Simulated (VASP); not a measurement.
# Tl: single point with PBE

Crystal: Tl.

```xyz
1
Lattice="-2.0032 2.0032 1.9575 2.0032 -2.0032 1.9575 2.0032 2.0032 -1.9575" Properties=species:S:1:pos:R:3 pbc="T T T"
Tl    0.0000    0.0000    0.0000
```

```yaml
Program: VASP 6.6.1
Task: single point
Functional: PBE
Potentials_or_basis: VASP PAW PBE potentials, release 64 (Tl_d)
Cutoff: 520 eV
k_mesh: 16 × 16 × 16
Occupations: gaussian, width 0.1 eV
Spin: no spin polarisation
Dipole_correction: no
Further_INCAR_settings: ALGO = Normal; EDIFF = 1e-07; NBANDS = 12
```

```json
{
  "Pressure": "-0.1 GPa",
  "Band gap on the k mesh": "zero (an odd number of electrons rules out a gap without spin polarisation)"
}
```

Levels at points of the mesh, in eV from the Fermi level:
```tsv
k point	band 4	band 5	band 6	band 7	band 8	band 9
(0.00, 0.00, 0.00)	-11.21	-11.19	-9.42	9.81	9.81	10.00
(0.50, 0.00, 0.00)	-11.19	-10.97	-5.01	-2.33	5.37	6.74
(0.50, 0.50, 0.00)	-11.20	-10.97	-5.13	-2.40	5.65	7.11
(0.50, 0.50, 0.50)	-11.03	-11.02	-2.09	1.33	1.33	1.74
```

Run time: 50 s on 1 thread of AMD EPYC 9R45 96-Core Processor (Zen 5) (shared host), peak memory 0.23 GiB.

Caveat: spin-orbit coupling is left out, which moves the levels of the heavy elements.
